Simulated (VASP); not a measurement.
# GaN (P6_3mc) in VASP: single point with LDA

Aim: the single point of GaN with LDA.

Program: VASP 6.6.1. These are calculated values, not measurements. Logs are shortened: lines on timing, memory, paths and dates and some standing lists are left out, and cuts for length are marked.

### 1 The cell of the first run

Symmetry: P6_3mc, No. 186, hexagonal system. Conventional cell: a = 3.152 Å, b = 3.152 Å, c = 5.138 Å, α = 90.00°, β = 90.00°, γ = 120.00°. Within 2.6 Å of Ga (site symmetry 3m) lie 4 N at 1.93 Å. N (site symmetry 3m) has 4 Ga at 1.93 Å within 2.6 Å.

### 2 Single point, LDA

INCAR

```
SYSTEM = GaN
  PREC = Accurate
  ENCUT = 520
  EDIFF = 1E-6
  ISMEAR = 0
  SIGMA = 0.03
  LREAL = .FALSE.
  LASPH = .TRUE.
  NELM = 80
  ALGO = Normal
  ISIF = 2
  LWAVE = .FALSE.
  LCHARG = .FALSE.
  GGA = CA
  NBANDS = 26
```

KPOINTS

```
Automatic mesh
0
G
  18 18 10
  0 0 0
```

POSCAR

```
GaN
1.0
    3.1520000000      0.0000000000      0.0000000000
   -1.5760000000      2.7297120727      0.0000000000
    0.0000000000      0.0000000000      5.1380000000
Ga N
2 2
Direct
    0.3333333333      0.6666666667      0.0001848834
    0.6666666667      0.3333333333      0.5001848834
    0.3333333333      0.6666666667      0.3766151166
    0.6666666667      0.3333333333      0.8766151166
```

Potentials or basis: VASP PAW LDA potentials, release 64 (Ga_d, N).

The run is started by

```
$ cat potpaw_LDA.64/Ga_d/POTCAR potpaw_LDA.64/N/POTCAR > POTCAR
$ mpirun -np 1 vasp_std > vasp.out
```

OUTCAR:

```text
SYSTEM = GaN
   PREC = Accurate
   ENCUT = 520
   EDIFF = 1E-6
   ISMEAR = 0
   LREAL = .FALSE.
   LASPH = .TRUE.
   NELM = 80
   ISIF = 2
   GGA = CA

 ion  position               nearest neighbor table
   1  0.333  0.667  0.000-   4 1.93   4 1.93   4 1.93   3 1.93
   2  0.667  0.333  0.500-   3 1.93   3 1.93   3 1.93   4 1.93
   3  0.333  0.667  0.377-   2 1.93   2 1.93   2 1.93   1 1.93
   4  0.667  0.333  0.877-   1 1.93   1 1.93   1 1.93   2 1.93

  LATTYP: Found a hexagonal cell.
 ALAT       =     3.1520000000
 C/A-ratio  =     1.6300761421

  Lattice vectors:

 A1 = (   3.1520000000,   0.0000000000,   0.0000000000)
 A2 = (  -1.5760000000,   2.7297120727,   0.0000000000)
 A3 = (   0.0000000000,   0.0000000000,   5.1380000000)

Analysis of symmetry for initial positions (statically):
=====================================================================
 Subroutine PRICEL returns:
 Original cell was already a primitive cell.

 Routine SETGRP: Setting up the symmetry group for a
 hexagonal supercell.

 Subroutine GETGRP returns: Found 12 space group operations
 (whereof  6 operations were pure point group operations)
 out of a pool of 24 trial point group operations.

The static configuration has the point symmetry C_3v.
 The point group associated with its full space group is C_6v.

Analysis of symmetry for dynamics (positions and initial velocities):
=====================================================================
 Subroutine PRICEL returns:
 Original cell was already a primitive cell.

 Routine SETGRP: Setting up the symmetry group for a
 hexagonal supercell.

 Subroutine GETGRP returns: Found 12 space group operations
 (whereof  6 operations were pure point group operations)
 out of a pool of 24 trial point group operations.

The dynamic configuration has the point symmetry C_3v.
 The point group associated with its full space group is C_6v.

 Subroutine INISYM returns: Found 12 space group operations
 (whereof  6 operations are pure point group operations),
 and found     1 'primitive' translations

----------------------------------------------------------------------------------------

                                     Primitive cell

  volume of cell :      44.2076

  direct lattice vectors                    reciprocal lattice vectors
     3.152000000  0.000000000  0.000000000     0.317258883  0.183169502  0.000000000
    -1.576000000  2.729712073  0.000000000     0.000000000  0.366339003  0.000000000
     0.000000000  0.000000000  5.138000000     0.000000000  0.000000000  0.194628260

  length of vectors
     3.152000000  3.152000000  5.138000000     0.366339003  0.366339003  0.194628260

  position of ions in fractional coordinates (direct lattice)
     0.333333333  0.666666667  0.000184883
     0.666666667  0.333333333  0.500184883
     0.333333333  0.666666667  0.376615117
     0.666666667  0.333333333  0.876615117

  ion indices of the primitive-cell ions
   primitive index   ion index
                 1           1
                 2           2
                 3           3
                 4           4

----------------------------------------------------------------------------------------

 KPOINTS: Automatic mesh

Automatic generation of k-mesh.
 Grid dimensions read from file:
 generate k-points for:   18   18   10

 Generating k-lattice:

  Cartesian coordinates                     Fractional coordinates (reciprocal lattice)
     0.017625494  0.010176083  0.000000000     0.055555556  0.000000000  0.000000000
     0.000000000  0.020352167  0.000000000     0.000000000  0.055555556  0.000000000
     0.000000000  0.000000000  0.019462826     0.000000000  0.000000000  0.100000000

  Length of vectors
     0.020352167  0.020352167  0.019462826

  Shift w.r.t. Gamma in fractional coordinates (k-lattice)
     0.000000000  0.000000000  0.000000000

 Subroutine IBZKPT returns following result:
 ===========================================

 Found    222 irreducible k-points:

 Following reciprocal coordinates:
            Coordinates               Weight
  0.000000  0.000000  0.000000      1.000000
  0.055556  0.000000  0.000000      6.000000
  0.111111  0.000000  0.000000      6.000000
  0.166667  0.000000  0.000000      6.000000
  0.222222  0.000000  0.000000      6.000000
  0.277778  0.000000  0.000000      6.000000
[... 16 lines left out ...]
  0.333333  0.111111  0.000000     12.000000
  0.388889  0.111111  0.000000     12.000000
 [... further k-points ...]
   k-points           NKPTS =    222   k-points in BZ     NKDIM =    222   number of bands    NBANDS=     26
   number of dos      NEDOS =    301   number of ions     NIONS =      4
   total plane-waves  NPLWV =  23040
   dimension x,y,z NGX =    24 NGY =   24 NGZ =   40
   dimension x,y,z NGXF=    48 NGYF=   48 NGZF=   80
   ions per type =               2   2
   NGX,Y,Z   is equivalent  to a cutoff of  12.66, 12.66, 12.94 a.u.
   NGXF,Y,Z  is equivalent  to a cutoff of  25.32, 25.32, 25.88 a.u.
 SYSTEM =  GaN
   PREC   = accura    normal or accurate (medium, high low for compatibility)
   ISTART =      0    job   : 0-new  1-cont  2-samecut
   ICHARG =      2    charge: 1-file 2-atom 10-const
   ISPIN  =      1    spin polarized calculation?
   LNONCOLLINEAR =      F non collinear calculations
   LSORBIT =      F    spin-orbit coupling
   LASPH  =      T    aspherical Exc in radial PAW
   ENCUT  =  520.0 eV  38.22 Ry    6.18 a.u.   5.86  5.86  9.55*2*pi/ulx,y,z
   NELM   =     80;   NELMIN=  2; NELMDL= -5     # of ELM steps
   EDIFF  = 0.1E-05   stopping-criterion for ELM
   LREAL  =      F    real-space projection
   EDIFFG = 0.1E-04   stopping-criterion for IOM
   NSW    =      0    number of steps for IOM
   IBRION =     -1    ionic relax: 0-MD 1-quasi-New 2-CG
   NFREE  =      0    steps in history (QN), initial steepest desc. (CG)
   ISIF   =      2    stress and relaxation
   ISYM   =      2    0-nonsym 1-usesym 2-fastsym
   POTIM  = 0.5000    time-step for ionic-motion
   TEBEG  =    0.0;   TEEND  =   0.0 temperature during run
   PSTRESS=    0.0 pullay stress
   NELECT =      36.0000    total number of electrons
   NUPDOWN=      -1.0000    fix difference up-down
   EMIN   =  10.00;   EMAX   =-10.00  energy-range for DOS
   EFERMI =   0.00;   METHOD = LEGACY
   ISMEAR =     0;   SIGMA  =   0.03  broadening in eV -4-tet -1-fermi 0-gaus
   EFERMI_NEDOS =   21; number of points for ismear=-14 and -15
   IALGO  =     38    algorithm
   IMIX   =      4    mixing-type and parameters
     AMIX     =   0.40;   BMIX     =  1.00
     AMIX_MAG =   1.60;   BMIX_MAG =  1.00
  volume/ion in A,a.u.               =      11.05        74.58
  Fermi-wavevector in a.u.,A,eV,Ry     =   1.528774  2.888964 31.798854  2.337150
  Thomas-Fermi vector in A             =   2.636486
   LORBIT       =      0    0 simple, 1 ext, 2 COOP (PROOUT), +10 PAW based schemes
   GGA     = CA    functional components
   LHFCALC =     F    Hartree Fock is set to
   AEXX    =    0.0000 exact exchange contribution
   IVDW    =     0    specifies the selected vdW correction
   LEPSILON=     F    determine dielectric tensor
   LRPA    =     F    only Hartree local field effects (RPA)
 non-spin polarized calculation
 Gauss-broadening in eV      SIGMA  =   0.03
  energy-cutoff  :      520.00
  volume of cell :       44.21
 maximum number of plane-waves:      1212
 NGX is ok and might be reduce to    24
   NGX = 11   NGY = 11   NGZ = 19

 number of electron      36.0000032 magnetization

 Free energy of the ion-electron system (eV)
  ---------------------------------------------------
  ext. energy  EPLUGINS =         0.00000000
  ---------------------------------------------------
  free energy    TOTEN  =       -27.90990102 eV

  energy without entropy =      -27.90990102  energy(sigma->0) =      -27.90990102

 E-fermi :   5.6158     XC(G=0): -12.2984

 val. band max:        5.4401328013   @ k =   0.0000   0.0000   0.0000
 cond. band min:       7.5856866888   @ k =   0.0000   0.0000   0.0000
 fundamental gap:      2.1455538876
 Fermi energy:         5.6157521800

 k-point     1 :       0.0000    0.0000    0.0000
  band No.  band energies     occupation
      1     -10.7020      2.00000
      2      -9.7207      2.00000
      3      -8.1468      2.00000
      4      -8.1295      2.00000
      5      -8.1295      2.00000
      6      -8.0624      2.00000
[... 18 lines left out ...]
     25      17.2177      0.00000
     26      17.2177      0.00000

 k-point     2 :       0.0556    0.0000    0.0000
  band No.  band energies     occupation
      1     -10.6686      2.00000
      2      -9.7121      2.00000
      3      -8.1445      2.00000
      4      -8.1244      2.00000
      5      -8.1192      2.00000
      6      -8.0590      2.00000
[... 18 lines left out ...]
     25      17.0341      0.00000
     26      17.2917      0.00000

 k-point     3 :       0.1111    0.0000    0.0000
  band No.  band energies     occupation
      1     -10.5723      2.00000
      2      -9.6885      2.00000
      3      -8.1330      2.00000
      4      -8.1104      2.00000
      5      -8.0914      2.00000
      6      -8.0469      2.00000
[... 18 lines left out ...]
     25      16.7495      0.00000
     26      17.4881      0.00000

 k-point     4 :       0.1667    0.0000    0.0000
  band No.  band energies     occupation
      1     -10.4254      2.00000
      2      -9.6558      2.00000
      3      -8.1137      2.00000
      4      -8.0913      2.00000
      5      -8.0489      2.00000
      6      -8.0144      2.00000
[... 18 lines left out ...]
     25      16.8672      0.00000
     26      17.7476      0.00000
[... 496 lines left out ...]
      1      -9.8802      2.00000
      2      -9.5660      2.00000
      3      -8.0775      2.00000
      4      -8.0455      2.00000
      5      -7.9479      2.00000
      6      -7.9104      2.00000
[... 18 lines left out ...]
     25      16.5697      0.00000
     26      18.9280      0.00000

 k-point    23 :       0.3333    0.1111    0.0000
  band No.  band energies     occupation
      1      -9.7807      2.00000
      2      -9.5550      2.00000
      3      -8.0838      2.00000
      4      -8.0390      2.00000
      5      -7.9326      2.00000
      6      -7.8992      2.00000
[... 18 lines left out ...]
     25      17.1569      0.00000
     26      18.9876      0.00000

 k-point    24 :       0.3889    0.1111    0.0000
  band No.  band energies     occupation
      1      -9.7227      2.00000
      2      -9.5499      2.00000
      3      -8.0892      2.00000
      4      -8.0365      2.00000
      5      -7.9250      2.00000
      6      -7.8976      2.00000
[... 18 lines left out ...]
     25      17.7383      0.00000
     26      19.0036      0.00000

 [... further k-points ...]
[... 5 lines left out ...]
  --------------------------------------------------------------------------------------
  -------------------------------------------------------------------------------------
  Total        0.2947733      0.2947733      0.3037461      0.0000000      0.0000000      0.0000000
  in kB       10.6832043     10.6832043     11.0083974      0.0000000      0.0000000      0.0000000
  external PRESSURE =      10.7916020 kB  Pullay stress =       0.0000000 kB

 VOLUME and BASIS-vectors are now :
 -----------------------------------------------------------------------------
  energy-cutoff  :      520.00
  volume of cell :       44.21
      direct lattice vectors                 reciprocal lattice vectors
     3.152000000  0.000000000  0.000000000     0.317258883  0.183169502  0.000000000
    -1.576000000  2.729712073  0.000000000     0.000000000  0.366339003  0.000000000
     0.000000000  0.000000000  5.138000000     0.000000000  0.000000000  0.194628260

 POSITION                                       TOTAL-FORCE (eV/Angst)
 -----------------------------------------------------------------------------------
     -0.00000      1.81981      0.00095        -0.000000     -0.000000      0.001284
      1.57600      0.90990      2.56995         0.000000      0.000000      0.001284
     -0.00000      1.81981      1.93505        -0.000000      0.000000     -0.001284
      1.57600      0.90990      4.50405         0.000000     -0.000000     -0.001284
 -----------------------------------------------------------------------------------
    total drift:                               -0.000001     -0.000001      0.000520

  FREE ENERGIE OF THE ION-ELECTRON SYSTEM (eV)
  ---------------------------------------------------
  free  energy   TOTEN  =       -27.9099010159 eV

  energy  without entropy=      -27.9099010159  energy(sigma->0) =      -27.90990102
```

Run time: 1.7 min. Hardware: 1 thread of Intel Xeon 6975P-C (Granite Rapids), shared host; peak memory 0.3 GiB.

Results:

```
Free energy            : -27.9099 eV
Pressure               : 1.1 GPa
Band gap on the k mesh : 2.15 eV
```

A k mesh can miss the band edges.
